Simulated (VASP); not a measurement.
Input of a VASP 6.6.1 run:

INCAR

```
PREC     = Accurate       # precision mode
ENCUT    = 520            # plane-wave cutoff, eV
EDIFF    = 1E-6           # SCF threshold, eV
ISMEAR   = 0              # smearing method
SIGMA    = 0.01           # smearing width, eV
LREAL    = F              # projectors in reciprocal space
LASPH    = T              # aspherical terms in the spheres
NELM     = 60             # most SCF steps
ALGO     = Normal         # electronic algorithm
ISIF     = 2              # what is computed and relaxed
LWAVE    = F              # write WAVECAR
LCHARG   = F              # write CHGCAR
GGA      = PE             # functional
NBANDS   = 14             # bands
```

File KPOINTS:

```
Automatic mesh
0
Gamma
  4 4 4
```

The input POSCAR:

```
NaI
1.0
    0.0000000000      3.2296266398      3.2296266398
    3.2296266398      0.0000000000      3.2296266398
    3.2296266398      3.2296266398      0.0000000000
Na I
1 1
Direct
    0.0000000000      0.0000000000      0.0000000000
    0.5000000000      0.5000000000      0.5000000000
```

Potentials or basis: VASP PAW PBE potentials, release 64 (Na_pv, I).

Launch:

```sh
$ cat potpaw_PBE.64/Na_pv/POTCAR potpaw_PBE.64/I/POTCAR > POTCAR
$ mpirun -np 1 vasp_std > vasp.out
```

Question: Predict the pressure.

Answer: 0.6 GPa.

Question: Estimate the band gap on the k mesh.

Answer: 3.66 eV.

Caveat: the k points lie up to 0.42 Å⁻¹ apart; spin-orbit coupling is left out, which moves the levels of the heavy elements. As with any semilocal functional, this PBE gap is likely too small.
